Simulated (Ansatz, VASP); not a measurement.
# TiTe2 in VASP and in Ansatz

```xyz
3
Lattice="3.5153 0.0000 0.0000 0.0000 4.1568 0.0000 0.0000 0.0000 6.3099" Properties=species:S:1:pos:R:3 pbc="T T T"
Ti    1.7577    2.0784    0.0000
Te    0.0000    0.0000    3.1549
Te    0.0000    0.0000    0.0000
```

Alike in both runs: task single point; functional PBE; k mesh 6 × 4 × 4; occupations gaussian, width 0.1 eV; collinear spin.

|  | VASP | Ansatz |
| --- | --- | --- |
| version | VASP 6.6.1 | Ansatz 0.2.0 |
| potentials or method | VASP PAW PBE potentials, release 64 (Ti_sv, Te), cutoff 520 eV | scalar-relativistic, plane waves, PAW |
| valence electrons in the cell | 24 | 44 |

Ansatz gave:

* gap on the k mesh at the Fermi level (eV): none
* pressure (GPa): 1.6
* traceless stress, the component that is largest in VASP (GPa): -2.88
* net moment per atom (μB): 0.57
* size of the moment on the site where the two differ most (μB): 1.38

What did VASP give for the same quantities?

gap on the k mesh at the Fermi level (eV): none; pressure (GPa): 1.6; traceless stress, the component that is largest in VASP (GPa): -2.95; net moment per atom (μB): 0.57; size of the moment on the site where the two differ most (μB): 1.40.

Site moments also hang on the region over which each program counts them. A gap of «none» marks a metal or a gap that the smearing closes. VASP's potentials hold 24 valence electrons a cell and Ansatz's 44, so a difference there can come from the potentials and not from the codes.

The k mesh is coarse, so the values compare programs but aren't converged. Spin-orbit coupling is off throughout.
